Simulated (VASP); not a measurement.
WC (CsCl type), 2 atoms in the cell. Symmetry: Pm-3m, No. 221, cubic system. Conventional cell: a = 2.727 Å, b = 2.727 Å, c = 2.727 Å, α = 90.00°, β = 90.00°, γ = 90.00°. Within 3.1 Å of W (site symmetry m-3m) lie 8 C at 2.36 Å and 6 W at 2.73 Å. Within 3.1 Å of C (site symmetry m-3m) lie 8 W at 2.36 Å and 6 C at 2.73 Å. 

| Property | Result |
| --- | --- |
| Program | VASP 6.6.1 |
| Task | single point |
| Functional | PBE |
| Potentials or basis | VASP PAW PBE potentials, release 64 (W_sv, C_h) |
| Cutoff | 910 eV |
| k mesh | 15 × 15 × 15 |
| Occupations | fermi-dirac, width 0.08 eV |
| Spin | no spin polarisation |
| Dipole correction | no |
| Second run | hard_potentials |
| Further INCAR settings | ALGO = Normal; EDIFF = 1e-06; NBANDS = 16 |

Potentials or basis: VASP PAW PBE potentials, release 64 (W_sv, C_h).

Command:

```sh
$ cat potpaw_PBE.64/W_sv/POTCAR potpaw_PBE.64/C_h/POTCAR > POTCAR
$ mpirun -np 1 vasp_std > vasp.out
```

Hardware: 1 thread of Intel(R) Xeon(R) Platinum 8559C (Emerald Rapids), with other jobs on the host.

**Question.** How long does it take, and how much memory?

**Answer.** It took 31 s on 1 thread of Intel(R) Xeon(R) Platinum 8559C (Emerald Rapids) (shared host), peak memory 0.22 GiB. Counts: scf iterations 13, k points 120.
